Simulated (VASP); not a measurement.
Write the native input for VASP 6.6.1 that does the following.

```
Task                   : single point
Functional             : r2SCAN
Potentials or basis    : VASP PAW PBE potentials, release 64 (K_sv, Br)
Cutoff                 : 520 eV
k mesh                 : 6 × 6 × 6
Occupations            : gaussian, width 0.05 eV
Spin                   : no spin polarisation
Dipole correction      : no
Further INCAR settings : ALGO = Normal; EDIFF = 1e-06; NBANDS = 15
```

KBr:

```
K Br
1.0
     0.00000    3.55590    3.29250
     3.55590    0.00000    3.29250
     3.55590    3.55590    0.00000
K Br
1 1
Direct
  0.00000 0.00000 0.00000
  0.50000 0.50000 0.50000
```

This cell differs from its parent crystal: strain +0.080 along x and y, +0.000 along z.

The input as run:

POSCAR

```
KBr
1.0
    0.0000000000      3.5559000000      3.2925000000
    3.5559000000      0.0000000000      3.2925000000
    3.5559000000      3.5559000000      0.0000000000
K Br
1 1
Direct
    0.0000000000      0.0000000000      0.0000000000
    0.5000000000      0.5000000000      0.5000000000
```

INCAR.step1

```
SYSTEM = KBr
PREC = Accurate
ENCUT = 520
ISMEAR = 0
SIGMA = 0.05
LREAL = .FALSE.
LASPH = .TRUE.
NELM = 60
NBANDS = 15
GGA = PE
ALGO = Normal
EDIFF = 1E-4
LWAVE = .TRUE.
LCHARG = .FALSE.
```

INCAR.step2

```
SYSTEM = KBr
PREC = Accurate
ENCUT = 520
EDIFF = 1E-6
ISMEAR = 0
SIGMA = 0.05
LREAL = .FALSE.
LASPH = .TRUE.
NELM = 60
ALGO = Normal
ISIF = 2
LWAVE = .FALSE.
LCHARG = .FALSE.
METAGGA = R2SCAN
LMIXTAU = .TRUE.
NBANDS = 15
ISTART = 1
```

KPOINTS

```
regular mesh
0
G
  6 6 6
  0 0 0
```

Potentials or basis: VASP PAW PBE potentials, release 64 (K_sv, Br).

The run is started by

```bash
$ cat potpaw_PBE.64/K_sv/POTCAR potpaw_PBE.64/Br/POTCAR > POTCAR
$ cp INCAR.step1 INCAR
$ mpirun -np 1 vasp_std > vasp.out
$ cp INCAR.step2 INCAR
$ mpirun -np 1 vasp_std > vasp.out
```

Results of the run:

```
Pressure               : -1.4 GPa
Band gap on the k mesh : 4.69 eV, direct
```

Caveat: the cell differs from its parent crystal (strain +0.080 along x and y, +0.000 along z); the PAW data sets were made with another functional, which shifts forces and pressure a little.

Run time: 86 s on 1 thread of AMD EPYC 9R45 96-Core Processor (Zen 5), on a shared host, peak memory 0.21 GiB.
